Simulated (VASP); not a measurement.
# BN (P6_3/mmc) in VASP: further runs, part 2 of 2

VASP 6.6.1. The steps go on from the part before.

### 4 Single point, PBE+D3(BJ) (8.64 Å³/atom)

This run uses another cell than the first one, of 8.64 Å³/atom.

INCAR

```
SYSTEM = BN
ALGO = Normal ; EDIFF = 1E-7
ENCUT = 520 ; GGA = PE
ISIF = 2 ; ISMEAR = 0
IVDW = 12 ; LASPH = .True.
LCHARG = .False. ; LREAL = .False.
LWAVE = .False. ; NBANDS = 16
NELM = 80 ; PREC = Accurate
SIGMA = 0.05
```

KPOINTS

```
k-points
0
Gamma
  12 12 4
  0 0 0
```

POSCAR

```
BN
1.0
    2.5031759294      0.0000000000      0.0000000000
   -1.2515879647      2.1678139450      0.0000000000
    0.0000000000      0.0000000000      6.3660520186
B N
2 2
Direct
    0.3333333333      0.6666666667      0.2500000000
    0.6666666667      0.3333333333      0.7500000000
    0.3333333333      0.6666666667      0.7500000000
    0.6666666667      0.3333333333      0.2500000000
```

Potentials or basis: VASP PAW PBE potentials, release 64 (B, N).

On the command line:

```sh
> cat potpaw_PBE.64/B/POTCAR potpaw_PBE.64/N/POTCAR > POTCAR
> mpirun -np 1 vasp_std > vasp.out
```

OUTCAR:

```text
SYSTEM = BN
   EDIFF = 1E-7
   ENCUT = 520
   GGA = PE
   ISIF = 2
   ISMEAR = 0
   IVDW = 12
   LASPH = .True.
   LREAL = .False.
   NELM = 80
   PREC = Accurate
 IVDW          = 12

 ion  position               nearest neighbor table
   1  0.333  0.667  0.250-   4 1.45   4 1.45   4 1.45
   2  0.667  0.333  0.750-   3 1.45   3 1.45   3 1.45
   3  0.333  0.667  0.750-   2 1.45   2 1.45   2 1.45
   4  0.667  0.333  0.250-   1 1.45   1 1.45   1 1.45

  LATTYP: Found a hexagonal cell.
 ALAT       =     2.5031759294
 C/A-ratio  =     2.5431900107

  Lattice vectors:

 A1 = (   2.5031759294,   0.0000000000,   0.0000000000)
 A2 = (  -1.2515879647,   2.1678139450,   0.0000000000)
 A3 = (   0.0000000000,   0.0000000000,   6.3660520186)

Analysis of symmetry for initial positions (statically):
=====================================================================
 Subroutine PRICEL returns:
 Original cell was already a primitive cell.

 Routine SETGRP: Setting up the symmetry group for a
 hexagonal supercell.

 Subroutine GETGRP returns: Found 24 space group operations
 (whereof 12 operations were pure point group operations)
 out of a pool of 24 trial point group operations.

The static configuration has the point symmetry D_3d.
 The point group associated with its full space group is D_6h.

Analysis of symmetry for dynamics (positions and initial velocities):
=====================================================================
 Subroutine PRICEL returns:
 Original cell was already a primitive cell.

 Routine SETGRP: Setting up the symmetry group for a
 hexagonal supercell.

 Subroutine GETGRP returns: Found 24 space group operations
 (whereof 12 operations were pure point group operations)
 out of a pool of 24 trial point group operations.

The dynamic configuration has the point symmetry D_3d.
 The point group associated with its full space group is D_6h.

 Subroutine INISYM returns: Found 24 space group operations
 (whereof 12 operations are pure point group operations),
 and found     1 'primitive' translations

----------------------------------------------------------------------------------------

                                     Primitive cell

  volume of cell :      34.5449

  direct lattice vectors                    reciprocal lattice vectors
     2.503175929  0.000000000  0.000000000     0.399492496  0.230647100  0.000000000
    -1.251587965  2.167813945  0.000000000     0.000000000  0.461294200  0.000000000
     0.000000000  0.000000000  6.366052019     0.000000000  0.000000000  0.157083228

  length of vectors
     2.503175929  2.503175929  6.366052019     0.461294200  0.461294200  0.157083228

  position of ions in fractional coordinates (direct lattice)
     0.333333333  0.666666667  0.250000000
     0.666666667  0.333333333  0.750000000
     0.333333333  0.666666667  0.750000000
     0.666666667  0.333333333  0.250000000

  ion indices of the primitive-cell ions
   primitive index   ion index
                 1           1
                 2           2
                 3           3
                 4           4

----------------------------------------------------------------------------------------

 KPOINTS: k-points

[... 26 lines left out ...]
  0.166667  0.000000  0.000000      6.000000
  0.250000  0.000000  0.000000      6.000000
  0.333333  0.000000  0.000000      6.000000
  0.416667  0.000000  0.000000      6.000000
[... 16 lines left out ...]
  0.250000  0.000000  0.250000     12.000000
  0.333333  0.000000  0.250000     12.000000
 [... further k-points ...]
   k-points           NKPTS =     57   k-points in BZ     NKDIM =     57   number of bands    NBANDS=     16
   number of dos      NEDOS =    301   number of ions     NIONS =      4
   total plane-waves  NPLWV =  19200
   dimension x,y,z NGX =    20 NGY =   20 NGZ =   48
   dimension x,y,z NGXF=    40 NGYF=   40 NGZF=   96
   ions per type =               2   2
   NGX,Y,Z   is equivalent  to a cutoff of  13.28, 13.28, 12.53 a.u.
   NGXF,Y,Z  is equivalent  to a cutoff of  26.57, 26.57, 25.07 a.u.
 SYSTEM =  BN
   PREC   = accura    normal or accurate (medium, high low for compatibility)
   ISTART =      0    job   : 0-new  1-cont  2-samecut
   ICHARG =      2    charge: 1-file 2-atom 10-const
   ISPIN  =      1    spin polarized calculation?
   LNONCOLLINEAR =      F non collinear calculations
   LSORBIT =      F    spin-orbit coupling
   LASPH  =      T    aspherical Exc in radial PAW
   ENCUT  =  520.0 eV  38.22 Ry    6.18 a.u.   4.65  4.65 11.84*2*pi/ulx,y,z
   NELM   =     80;   NELMIN=  2; NELMDL= -5     # of ELM steps
   EDIFF  = 0.1E-06   stopping-criterion for ELM
   LREAL  =      F    real-space projection
   EDIFFG = 0.1E-05   stopping-criterion for IOM
   NSW    =      0    number of steps for IOM
   IBRION =     -1    ionic relax: 0-MD 1-quasi-New 2-CG
   NFREE  =      0    steps in history (QN), initial steepest desc. (CG)
   ISIF   =      2    stress and relaxation
   ISYM   =      2    0-nonsym 1-usesym 2-fastsym
   POTIM  = 0.5000    time-step for ionic-motion
   TEBEG  =    0.0;   TEEND  =   0.0 temperature during run
   PSTRESS=    0.0 pullay stress
   NELECT =      16.0000    total number of electrons
   NUPDOWN=      -1.0000    fix difference up-down
   EMIN   =  10.00;   EMAX   =-10.00  energy-range for DOS
   EFERMI =   0.00;   METHOD = LEGACY
   ISMEAR =     0;   SIGMA  =   0.05  broadening in eV -4-tet -1-fermi 0-gaus
   EFERMI_NEDOS =   21; number of points for ismear=-14 and -15
   IALGO  =     38    algorithm
   IMIX   =      4    mixing-type and parameters
     AMIX     =   0.40;   BMIX     =  1.00
     AMIX_MAG =   1.60;   BMIX_MAG =  1.00
  volume/ion in A,a.u.               =       8.64        58.28
  Fermi-wavevector in a.u.,A,eV,Ry     =   1.266641  2.393605 21.828917  1.604380
  Thomas-Fermi vector in A             =   2.399831
   LORBIT       =      0    0 simple, 1 ext, 2 COOP (PROOUT), +10 PAW based schemes
   GGA     = PE    functional components
   LHFCALC =     F    Hartree Fock is set to
   AEXX    =    0.0000 exact exchange contribution
   IVDW    =    12    specifies the selected vdW correction
   LEPSILON=     F    determine dielectric tensor
   LRPA    =     F    only Hartree local field effects (RPA)
 non-spin polarized calculation
 Gauss-broadening in eV      SIGMA  =   0.05
  energy-cutoff  :      520.00
  volume of cell :       34.54
 maximum number of plane-waves:       948
 NGX is ok and might be reduce to    20
   NGX =  9   NGY =  9   NGZ = 23

 number of electron      15.9999997 magnetization

 Free energy of the ion-electron system (eV)
  ---------------------------------------------------
  ext. energy  EPLUGINS =         0.00000000
  ---------------------------------------------------
  free energy    TOTEN  =       -35.11692082 eV

  energy without entropy =      -35.11692082  energy(sigma->0) =      -35.11692082

 E-fermi :   2.9561     XC(G=0): -10.3512

 val. band max:        2.6668977948   @ k =   0.3333   0.2500   0.0000
 cond. band min:       6.8476109361   @ k =   0.5000   0.0000   0.0000
 fundamental gap:      4.1807131413
 Fermi energy:         2.9561033126

 k-point     1 :       0.0000    0.0000    0.0000
  band No.  band energies     occupation
      1     -15.2316      2.00000
      2     -14.8290      2.00000
      3      -3.7908      2.00000
      4      -1.1975      2.00000
      5       1.2924      2.00000
      6       1.2924      2.00000
[... 433 lines left out ...]
      3      -4.2766      2.00000
      4      -4.1902      2.00000
      5      -0.9598      2.00000
      6      -0.8957      2.00000
[... 8 lines left out ...]
     15      19.6757      0.00000
     16      21.2177      0.00000

 [... further k-points ...]

------------------------ aborting loop because EDIFF is reached ----------------------------------------

 Edisp (eV)   -0.59456

 E8    (eV) :    -0.1750

  FORCE on cell =-STRESS in cart. coord.  units (eV):
  Direction    XX          YY          ZZ          XY          YZ          ZX
  --------------------------------------------------------------------------------------
  -------------------------------------------------------------------------------------
  Total       0.34164     0.34164     0.26940     0.00000     0.00000     0.00000
  in kB      15.84498    15.84498    12.49460     0.00000     0.00000     0.00000
  external pressure =       14.73 kB  Pullay stress =        0.00 kB

 VOLUME and BASIS-vectors are now :
 -----------------------------------------------------------------------------
  energy-cutoff  :      520.00
  volume of cell :       34.54
      direct lattice vectors                 reciprocal lattice vectors
     2.503175929  0.000000000  0.000000000     0.399492496  0.230647100  0.000000000
    -1.251587965  2.167813945  0.000000000     0.000000000  0.461294200  0.000000000
     0.000000000  0.000000000  6.366052019     0.000000000  0.000000000  0.157083228

 POSITION                                       TOTAL-FORCE (eV/Angst)
 -----------------------------------------------------------------------------------
     -0.00000      1.44521      1.59151         0.000000     -0.000000      0.000000
      1.25159      0.72260      4.77454        -0.000000      0.000000      0.000000
     -0.00000      1.44521      4.77454         0.000000     -0.000000      0.000000
      1.25159      0.72260      1.59151        -0.000000      0.000000      0.000000
 -----------------------------------------------------------------------------------
    total drift:                               -0.000000      0.000000      0.000000

  FREE ENERGIE OF THE ION-ELECTRON SYSTEM (eV)
  ---------------------------------------------------
  free  energy   TOTEN  =       -35.7114845905 eV

  energy  without entropy=      -35.7114845905  energy(sigma->0) =      -35.71148459
```

stdout:

```text
POSCAR found type information on POSCAR B N
 POSCAR found :  2 types and       4 ions
 scaLAPACK will be used
 LDA part: xc-table for (Slater+PW92), standard interpolation
 POSCAR, INCAR and KPOINTS ok, starting setup
 FFT: planning ... GRIDC
 FFT: planning ... GRID_SOFT
 FFT: planning ... GRID
 WAVECAR not read
 entering main loop
```

Wall time 38 s (1 thread of Intel Xeon 8259CL, shared host); peak memory 0.17 GiB.

Results:

| Property | Result |
| --- | --- |
| Free energy | -35.7115 eV |
| Pressure | 1.5 GPa |
| Band gap on the k mesh | 4.18 eV (least direct gap 4.55 eV) |
| Dispersion energy per atom | -0.149 eV |

### 5 Single point, PBE+D3(BJ)

This run uses another cell than the first one, of 9.00 Å³/atom.

INCAR

```
ALGO = Normal ; EDIFF = 1E-7
ENCUT = 520 ; GGA = PE
ISIF = 2 ; ISMEAR = 0
IVDW = 12 ; LASPH = T
LCHARG = F ; LREAL = F
LWAVE = F ; NBANDS = 16
NELM = 100 ; PREC = Accurate
SIGMA = 0.05
```

KPOINTS

```
k-points
0
Gamma
  12 12 4
```

POSCAR

```
BN
1.0
    2.5064254004      0.0000000000      0.0000000000
   -1.2532127002      2.1706280695      0.0000000000
    0.0000000000      0.0000000000      6.6141209397
B N
2 2
Direct
    0.3333333333      0.6666666667      0.2500000000
    0.6666666667      0.3333333333      0.7500000000
    0.3333333333      0.6666666667      0.7500000000
    0.6666666667      0.3333333333      0.2500000000
```

Potentials or basis: VASP PAW PBE potentials, release 64 (B, N).

On the command line:

```sh
> cat potpaw_PBE.64/B/POTCAR potpaw_PBE.64/N/POTCAR > POTCAR
> mpirun -np 1 vasp_std > vasp.out
```

OUTCAR:

```text
EDIFF = 1E-7
   ENCUT = 520
   GGA = PE
   ISIF = 2
   ISMEAR = 0
   IVDW = 12
   LASPH = T
   LREAL = F
   NELM = 100
   PREC = Accurate
 IVDW          = 12

 ion  position               nearest neighbor table
   1  0.333  0.667  0.250-   4 1.45   4 1.45   4 1.45
   2  0.667  0.333  0.750-   3 1.45   3 1.45   3 1.45
   3  0.333  0.667  0.750-   2 1.45   2 1.45   2 1.45
   4  0.667  0.333  0.250-   1 1.45   1 1.45   1 1.45

  LATTYP: Found a hexagonal cell.
 ALAT       =     2.5064254004
 C/A-ratio  =     2.6388660674

  Lattice vectors:

 A1 = (   2.5064254004,   0.0000000000,   0.0000000000)
 A2 = (  -1.2532127002,   2.1706280695,   0.0000000000)
 A3 = (   0.0000000000,   0.0000000000,   6.6141209397)

Analysis of symmetry for initial positions (statically):
=====================================================================
 Subroutine PRICEL returns:
 Original cell was already a primitive cell.

 Routine SETGRP: Setting up the symmetry group for a
 hexagonal supercell.

[... 173 lines left out ...]
 E-fermi :   2.5480     XC(G=0): -10.0901

 val. band max:        2.2921325418   @ k =   0.3333   0.3333   0.5000
 cond. band min:       6.5585502416   @ k =   0.5000  -0.0000   0.0000
 fundamental gap:      4.2664176999
 Fermi energy:         2.5479827070

 k-point     1 :       0.0000    0.0000    0.0000
  band No.  band energies     occupation
      1     -15.4929      2.00000
      2     -15.1892      2.00000
      3      -3.9239      2.00000
      4      -1.7552      2.00000
      5       0.9586      2.00000
      6       0.9586      2.00000
[... 433 lines left out ...]
      3      -4.5884      2.00000
      4      -4.5281      2.00000
      5      -1.2833      2.00000
      6      -1.2380      2.00000
[... 8 lines left out ...]
     15      19.0837      0.00000
     16      20.8192      0.00000

 [... further k-points ...]

------------------------ aborting loop because EDIFF is reached ----------------------------------------

 Edisp (eV)   -0.56621

 E8    (eV) :    -0.1659

  FORCE on cell =-STRESS in cart. coord.  units (eV):
  Direction    XX          YY          ZZ          XY          YZ          ZX
  --------------------------------------------------------------------------------------
  -------------------------------------------------------------------------------------
  Total       0.03976     0.03976    -0.03137     0.00000    -0.00000     0.00000
  in kB       1.77041     1.77041    -1.39657     0.00000    -0.00000     0.00000
  external pressure =        0.71 kB  Pullay stress =        0.00 kB

 VOLUME and BASIS-vectors are now :
 -----------------------------------------------------------------------------
  energy-cutoff  :      520.00
  volume of cell :       35.98
      direct lattice vectors                 reciprocal lattice vectors
     2.506425400  0.000000000  0.000000000     0.398974571  0.230348076  0.000000000
    -1.253212700  2.170628070  0.000000000     0.000000000  0.460696152  0.000000000
     0.000000000  0.000000000  6.614120940     0.000000000  0.000000000  0.151191671

 POSITION                                       TOTAL-FORCE (eV/Angst)
 -----------------------------------------------------------------------------------
     -0.00000      1.44709      1.65353         0.000000      0.000000      0.000000
      1.25321      0.72354      4.96059         0.000000      0.000000      0.000000
     -0.00000      1.44709      4.96059         0.000000     -0.000000      0.000000
      1.25321      0.72354      1.65353        -0.000000      0.000000      0.000000
 -----------------------------------------------------------------------------------
    total drift:                               -0.000000      0.000000      0.000000

  FREE ENERGIE OF THE ION-ELECTRON SYSTEM (eV)
  ---------------------------------------------------
  free  energy   TOTEN  =       -35.7176952288 eV

  energy  without entropy=      -35.7176952288  energy(sigma->0) =      -35.71769523
```

It took 58 s on 1 thread of Intel Xeon 8259CL, shared host; peak memory 0.17 GiB.

What came out:

```yaml
Free_energy: -35.7177 eV
Pressure: 0.1 GPa
Band_gap_on_the_k_mesh: 4.27 eV (least direct gap 4.63 eV)
Dispersion_energy_per_atom: -0.142 eV
```

Stress tensor (GPa, compression positive):
```
 0.18  0.00  0.00
 0.00  0.18  0.00
 0.00  0.00 -0.14
```

### 6 Overview

| cell | gap on the mesh (eV) | pressure (GPa) |
| --- | --- | --- |
| a = 2.493, b = 2.493, c = 5.883 Å, angles 90.0, 90.0, 120.0°, 4 atoms | 4.10 | 6.6 |
| a = 2.499, b = 2.499, c = 6.122 Å, angles 90.0, 90.0, 120.0°, 4 atoms | 4.12 | 3.6 |
| a = 2.503, b = 2.503, c = 6.366 Å, angles 90.0, 90.0, 120.0°, 4 atoms | 4.18 | 1.5 |
| a = 2.506, b = 2.506, c = 6.614 Å, angles 90.0, 90.0, 120.0°, 4 atoms | 4.27 | 0.1 |

Alike in all rows: task single point; level PBE+D3(BJ); potentials or basis VASP PAW PBE potentials, release 64 (B, N); no spin polarisation; k mesh 12 × 12 × 4; cutoff (eV) 520; smearing gaussian 0.05 eV.

Caveats: the cell stands under pressure (at least some runs).

Absolute energies hang on the potentials; compare differences alone.
